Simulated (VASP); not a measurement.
Here is a VASP 6.6.1 calculation.

Contents of POSCAR:

```
CaO
1.0
    2.4117632683      2.4117632683      0.0000000000
   -2.4117632683      2.4117632683      0.0000000000
    0.0000000000      2.4117632683      2.4117632683
Ca O
1 1
Direct
    0.0000000000      0.0000000000      0.0000000000
    0.5000000000      0.5000000000      0.0000000000
```

File INCAR.step1:

```
  PREC = Accurate
  ENCUT = 910
  ISMEAR = 0
  SIGMA = 0.01
  LREAL = F
  LASPH = T
  NELM = 120
  NBANDS = 15
  GGA = PE
  ALGO = Normal
  EDIFF = 1E-5
  LWAVE = T
  LCHARG = F
  GGA_COMPAT = F
```

INCAR.step2

```
  PREC = Accurate
  ENCUT = 910
  EDIFF = 1E-6
  ISMEAR = 0
  SIGMA = 0.01
  LREAL = F
  LASPH = T
  NELM = 120
  ALGO = Normal
  ISIF = 2
  LWAVE = F
  LCHARG = T
  METAGGA = R2SCAN
  LMIXTAU = T
  LELF = T
  LVHAR = T
  NBANDS = 15
  ISTART = 1
  GGA_COMPAT = F
```

KPOINTS

```
regular mesh
0
Gamma
  8 8 8
```

Potentials or basis: VASP PAW PBE potentials, release 64 (Ca_sv, O_h).

The run is started by

```console
$ cat potpaw_PBE.64/Ca_sv/POTCAR potpaw_PBE.64/O_h/POTCAR > POTCAR
$ cp INCAR.step1 INCAR
$ mpirun -np 1 vasp_std > vasp.out
$ cp INCAR.step2 INCAR
$ mpirun -np 1 vasp_std > vasp.out
```

Estimate the band gap on the k mesh.

4.20 eV (least direct gap 4.57 eV).

What does it give for the pressure?

-1.2 GPa.

Caveat: the cutoff is under 1.25 times the usual one of these potentials, so pressure, stress and relaxed cells hold a basis-set (Pulay) error; the PAW data sets were made with another functional, which shifts forces and pressure a little. A k mesh can miss the band edges.
